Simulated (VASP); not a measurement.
# C (Fmmm) in VASP: further runs

The runs below take C through single point, with PBEsol.

All numbers are computed with VASP 6.6.1; they aren't measurements. Logs are shortened: lines on timing, memory, paths and dates and some standing lists are left out, and cuts for length are marked.

### Step 1. The cell of the first run

It takes space group Fmmm (No. 69, orthorhombic). Conventional cell: a = 2.464 Å, b = 4.268 Å, c = 6.718 Å, α = 90.00°, β = 90.00°, γ = 90.00°. C (site symmetry m2m) has 3 C at 1.42 Å within 1.9 Å.

### Step 2. Single point, PBEsol (8.83 Å³/atom)

Contents of INCAR:

```
SYSTEM = C
  PREC = Accurate
  ENCUT = 520
  EDIFF = 1E-6
  ISMEAR = -1
  SIGMA = 0.05
  LREAL = .False.
  LASPH = .True.
  NELM = 80
  ALGO = Normal
  ISIF = 2
  LWAVE = .False.
  LCHARG = .False.
  GGA = PS
  NBANDS = 11
```

Contents of KPOINTS:

```
Automatic mesh
0
Gamma
  18 18 18
  0 0 0
```

Contents of POSCAR:

```
C
1.0
    0.0000000000      2.1340664971      3.3591230053
    1.2320797642      0.0000000000      3.3591230053
    1.2320797642      2.1340664971      0.0000000000
C
2
Direct
    0.1666700000      0.8333300000      0.1666700000
    0.8333300000      0.1666700000      0.8333300000
```

Potentials or basis: VASP PAW PBE potentials, release 64 (C).

On the command line:

```
$ cat potpaw_PBE.64/C/POTCAR > POTCAR
$ mpirun -np 1 vasp_std > vasp.out
```

OUTCAR:

```text
SYSTEM = C
   PREC = Accurate
   ENCUT = 520
   EDIFF = 1E-6
   ISMEAR = -1
   LREAL = .False.
   LASPH = .True.
   NELM = 80
   ISIF = 2
   GGA = PS

 ion  position               nearest neighbor table
   1  0.167  0.833  0.167-   2 1.42   2 1.42   2 1.42
   2  0.833  0.167  0.833-   1 1.42   1 1.42   1 1.42

  LATTYP: Found a face centered orthorhombic cell.
 ALAT       =     2.4641595284
 B/A-ratio  =     1.7320846905
 C/A-ratio  =     2.7263843648

  Lattice vectors:

 A1 = (   0.0000000000,   2.1340664971,   3.3591230053)
 A2 = (   1.2320797642,   0.0000000000,   3.3591230053)
 A3 = (   1.2320797642,   2.1340664971,   0.0000000000)

Analysis of symmetry for initial positions (statically):
=====================================================================
 Subroutine PRICEL returns:
 Original cell was already a primitive cell.

 Routine SETGRP: Setting up the symmetry group for a
 face centered orthorhombic supercell.

 Subroutine GETGRP returns: Found  8 space group operations
 (whereof  8 operations were pure point group operations)
 out of a pool of  8 trial point group operations.

The static configuration has the point symmetry D_2h.

Analysis of symmetry for dynamics (positions and initial velocities):
=====================================================================
 Subroutine PRICEL returns:
 Original cell was already a primitive cell.

 Routine SETGRP: Setting up the symmetry group for a
 face centered orthorhombic supercell.

 Subroutine GETGRP returns: Found  8 space group operations
 (whereof  8 operations were pure point group operations)
 out of a pool of  8 trial point group operations.

The dynamic configuration has the point symmetry D_2h.

 Subroutine INISYM returns: Found  8 space group operations
 (whereof  8 operations are pure point group operations),
 and found     1 'primitive' translations

----------------------------------------------------------------------------------------

                                     Primitive cell

  volume of cell :      17.6646

  direct lattice vectors                    reciprocal lattice vectors
     0.000000000  2.134066497  3.359123005    -0.405817882  0.234294480  0.148848375
     1.232079764  0.000000000  3.359123005     0.405817882 -0.234294480  0.148848375
     1.232079764  2.134066497  0.000000000     0.405817882  0.234294480 -0.148848375

  length of vectors
[... 89 lines left out ...]
   ISYM   =      2    0-nonsym 1-usesym 2-fastsym
   POTIM  = 0.5000    time-step for ionic-motion
   TEBEG  =    0.0;   TEEND  =   0.0 temperature during run
   PSTRESS=    0.0 pullay stress
   NELECT =       8.0000    total number of electrons
   NUPDOWN=      -1.0000    fix difference up-down
   EMIN   =  10.00;   EMAX   =-10.00  energy-range for DOS
   EFERMI =   0.00;   METHOD = LEGACY
   ISMEAR =    -1;   SIGMA  =   0.05  broadening in eV -4-tet -1-fermi 0-gaus
   EFERMI_NEDOS =   21; number of points for ismear=-14 and -15
   IALGO  =     38    algorithm
   IMIX   =      4    mixing-type and parameters
     AMIX     =   0.40;   BMIX     =  1.00
     AMIX_MAG =   1.60;   BMIX_MAG =  1.00
  volume/ion in A,a.u.               =       8.83        59.60
  Fermi-wavevector in a.u.,A,eV,Ry     =   1.257199  2.375761 21.504670  1.580549
  Thomas-Fermi vector in A             =   2.390869
   LORBIT       =      0    0 simple, 1 ext, 2 COOP (PROOUT), +10 PAW based schemes
   GGA     = PS    functional components
   LHFCALC =     F    Hartree Fock is set to
   AEXX    =    0.0000 exact exchange contribution
   IVDW    =     0    specifies the selected vdW correction
   LEPSILON=     F    determine dielectric tensor
   LRPA    =     F    only Hartree local field effects (RPA)
 non-spin polarized calculation
  energy-cutoff  :      520.00
  volume of cell :       17.66
 maximum number of plane-waves:       499
 NGX is ok and might be reduce to    30
   NGX = 15   NGY = 13   NGZ =  9

 number of electron       8.0000000 magnetization

 Free energy of the ion-electron system (eV)
  ---------------------------------------------------
  ext. energy  EPLUGINS =         0.00000000
  ---------------------------------------------------
  free energy    TOTEN  =       -19.28190932 eV

  energy without entropy =      -19.28169541  energy(sigma->0) =      -19.28180237

 E-fermi :   4.5940     XC(G=0): -10.5398

 val. band max:        4.5568170439   @ k =  -0.2778   0.0556   0.3333
 cond. band min:       4.6360733471   @ k =  -0.2222   0.1111   0.3333
 fundamental gap:      0.0792563033
 Fermi energy:         4.5940346739

 k-point     1 :       0.0000    0.0000    0.0000
  band No.  band energies     occupation
      1     -15.0278      2.00000
      2      -1.9766      2.00000
      3       1.6197      2.00000
      4       1.6448      2.00000
      5       8.6303      0.00000
      6      12.9075      0.00000
      7      12.9805      0.00000
      8      16.0257      0.00000
      9      17.3506      0.00000
     10      26.9431      0.00000
     11      29.9806      0.00000
[... 309 lines left out ...]
 k-point    24 :      -0.2222    0.0556    0.0000
  band No.  band energies     occupation
      1     -13.1839      2.00000
      2      -3.4561      2.00000
      3      -0.6712      2.00000
      4      -0.1017      2.00000
      5      10.7080      0.00000
      6      11.2184      0.00000
      7      12.5981      0.00000
      8      18.9745      0.00000
      9      20.7395      0.00000
     10      22.6852      0.00000
     11      27.7367      0.00000

 [... further k-points ...]

------------------------ aborting loop because EDIFF is reached ----------------------------------------

  FORCE on cell =-STRESS in cart. coord.  units (eV):
  Direction    XX          YY          ZZ          XY          YZ          ZX
  --------------------------------------------------------------------------------------
  -------------------------------------------------------------------------------------
  Total       -0.1762061     -0.2321143      0.1747969      0.0000000      0.0000000      0.0000000
  in kB      -15.9819197    -21.0528008     15.8540987      0.0000000      0.0000000      0.0000000
  external PRESSURE =      -7.0602073 kB  Pullay stress =       0.0000000 kB

 VOLUME and BASIS-vectors are now :
 -----------------------------------------------------------------------------
  energy-cutoff  :      520.00
  volume of cell :       17.66
      direct lattice vectors                 reciprocal lattice vectors
     0.000000000  2.134066497  3.359123005    -0.405817882  0.234294480  0.148848375
     1.232079764  0.000000000  3.359123005     0.405817882 -0.234294480  0.148848375
     1.232079764  2.134066497  0.000000000     0.405817882  0.234294480 -0.148848375

 POSITION                                       TOTAL-FORCE (eV/Angst)
 -----------------------------------------------------------------------------------
      1.23208      0.71137      3.35912         0.000000      0.003927      0.000000
      1.23208      3.55676      3.35912         0.000000     -0.003927      0.000000
 -----------------------------------------------------------------------------------
    total drift:                               -0.000000     -0.000000     -0.000000

  FREE ENERGIE OF THE ION-ELECTRON SYSTEM (eV)
  ---------------------------------------------------
  free  energy   TOTEN  =       -19.2819093228 eV

  energy  without entropy=      -19.2816954083  energy(sigma->0) =      -19.28180237
```

Wall time 66 s (1 thread of Intel Xeon 6975P-C (Granite Rapids), shared host); peak memory 0.24 GiB.

Results:

- Free energy: -19.2819 eV
- Pressure: -0.7 GPa
- Largest force: 0.004 eV/Å

Forces on the atoms (eV/Å):
```
C    0.000  0.004  0.000
C    0.000 -0.004  0.000
```

Caveat: this functional lacks dispersion, which binds the layers, so the pressure and a relaxed spacing across them are unreliable; the PAW data sets were made with another functional, which shifts forces and pressure a little.

### Step 3. Single point, PBEsol (8.22 Å³/atom)

This run uses another cell than the first one, of 8.22 Å³/atom.

Contents of INCAR:

```
SYSTEM = C
ALGO = Normal
EDIFF = 1E-7
ENCUT = 520
GGA = PS
ISIF = 2
ISMEAR = -1
LASPH = .TRUE.
LCHARG = .FALSE.
LREAL = .FALSE.
LWAVE = .FALSE.
NBANDS = 11
NELM = 60
PREC = Accurate
SIGMA = 0.05
```

Contents of KPOINTS:

```
k-points
0
G
  18 18 18
  0 0 0
```

Contents of POSCAR:

```
C
1.0
    0.0000000000      2.0839490168      3.2802356879
    1.2031449895      0.0000000000      3.2802356879
    1.2031449895      2.0839490168      0.0000000000
C
2
Direct
    0.1666700000      0.8333300000      0.1666700000
    0.8333300000      0.1666700000      0.8333300000
```

Potentials or basis: VASP PAW PBE potentials, release 64 (C).

On the command line:

```
$ cat potpaw_PBE.64/C/POTCAR > POTCAR
$ mpirun -np 1 vasp_std > vasp.out
```

Wall time 2.7 min (1 thread of Intel Xeon Platinum 8259CL at 2.50GHz (Skylake/Cascade Lake), shared host); peak memory 0.24 GiB.

Results (log left out):

* Free energy: -19.2055 eV
* Pressure: 21.8 GPa
* Largest force: 0.004 eV/Å

Forces on the atoms (eV/Å):
```
C    0.000  0.004  0.000
C    0.000 -0.004  0.000
```

Stress tensor (GPa, compression positive):
```
31.79  0.00  0.00
 0.00 31.16  0.00
 0.00  0.00  2.43
```

Caveat: the cell stands under pressure; this functional lacks dispersion, which binds the layers, so the pressure and a relaxed spacing across them are unreliable; the PAW data sets were made with another functional, which shifts forces and pressure a little.

(Continued in part 2 of 2.)
